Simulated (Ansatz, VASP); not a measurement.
**Two plane-wave programs on CuGe**

The input INCAR:

```
ALGO = Normal
EDIFF = 1E-6
EDIFFG = -0.04
ENCUT = 600
GGA = PE
IBRION = 2
ISIF = 3
ISMEAR = 0
LASPH = True
LCHARG = False
LREAL = False
LWAVE = False
NELM = 100
NSW = 90
PREC = Accurate
SIGMA = 0.1
```

File KPOINTS:

```
k-points
0
Gamma
  6 6 6
```

Contents of POSCAR:

```
CuGe
1.0
    0.0000000000      3.2013099616      3.2013099616
    3.2013099616      0.0000000000      3.2013099616
    3.2013099616      3.2013099616      0.0000000000
Cu Ge
2 2
Direct
    0.5000000000      0.5000000000      0.5000000000
    0.7500000000      0.7500000000      0.7500000000
    0.0000000000      0.0000000000      0.0000000000
    0.2500000000      0.2500000000      0.2500000000
```

Input for Ansatz:

```yaml
crystal:
  lattice:
    - [0.0, 3.2013099616, 3.2013099616]
    - [3.2013099616, 0.0, 3.2013099616]
    - [3.2013099616, 3.2013099616, 0.0]
  atoms:
    - { symbol: Cu, position: [0.5, 0.5, 0.5] }
    - { symbol: Cu, position: [0.75, 0.75, 0.75] }
    - { symbol: Ge, position: [0.0, 0.0, 0.0] }
    - { symbol: Ge, position: [0.25, 0.25, 0.25] }
basis:
  ecutwfc: 420
kpoints:
  mp_grid: { grid: [6, 6, 6] }
hamiltonian:
  xc: pbe
scf:
  occupations: { method: gaussian, width: 0.1 }
  lower_state_search: "off"
output:
  forces: true
  stress: true
  eigenvalues: true
relax:
  adjacent_minimum: "off"
  f_tol: 0.04
  max_steps: 70
  cell: { stress_tol: 0.4 }
```

Alike in both runs: task relaxation of cell and atoms; functional PBE; k mesh 6 × 6 × 6; occupations gaussian, width 0.1 eV; no spin polarisation.

|  | VASP | Ansatz |
| --- | --- | --- |
| version | VASP 6.6.1 | Ansatz 0.2.0 |
| potentials or method | VASP PAW PBE potentials, release 64 (Cu, Ge_d), cutoff 600 eV | scalar-relativistic, plane waves, PAW |
| valence electrons in the cell | 50 | 66 |

```tsv
	VASP	Ansatz	Ansatz less VASP
gap on the k mesh at the Fermi level, each at its own relaxed structure (eV)	none	none	-
relaxed volume (Å³/atom)	15.53	15.51	-0.021
relaxed cell length with the largest relative difference (Å)	4.446	4.444	-0.0020
```

A gap of «none» marks a metal or a gap that the smearing closes. VASP's potentials hold 50 valence electrons a cell and Ansatz's 66, so a difference there can come from the potentials and not from the codes.
